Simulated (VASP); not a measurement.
Wanted: the native input for a VASP 6.6.1 run.

```yaml
Task: single point
Functional: LDA
Potentials_or_basis: VASP PAW LDA potentials, release 64 (Ga_d)
Cutoff: 500 eV
k_mesh: 11 × 11 × 11
Occupations: fermi-dirac, width 0.1 eV
Spin: no spin polarisation
Dipole_correction: no
Further_INCAR_settings: ALGO = Normal; EDIFF = 1e-06; NBANDS = 12
```

The structure of Ga lies in POSCAR:

```
Ga
1.0
   -1.4040000000      1.4040000000      2.2290000000
    1.4040000000     -1.4040000000      2.2290000000
    1.4040000000      1.4040000000     -2.2290000000
Ga
1
Direct
    0.0000000000      0.0000000000      0.0000000000
```

The input as run:

INCAR

```
SYSTEM = Ga
PREC = Accurate
ENCUT = 500
EDIFF = 1E-6
ISMEAR = -1
SIGMA = 0.1
LREAL = .FALSE.
LASPH = .TRUE.
NELM = 120
ALGO = Normal
ISIF = 2
LWAVE = .FALSE.
LCHARG = .FALSE.
GGA = CA
NBANDS = 12
GGA_COMPAT = .FALSE.
```

KPOINTS

```
Automatic mesh
0
G
  11 11 11
  0 0 0
```

Potentials or basis: VASP PAW LDA potentials, release 64 (Ga_d).

The run is started by

```sh
$ cat potpaw_LDA.64/Ga_d/POTCAR > POTCAR
$ mpirun -np 1 vasp_std > vasp.out
```

It gave:

```json
{
  "Pressure": "-1.6 GPa"
}
```

Wall time 6.9 s on 1 thread of Intel(R) Xeon(R) 6975P-C (Granite Rapids) (shared host), peak memory 0.13 GiB.
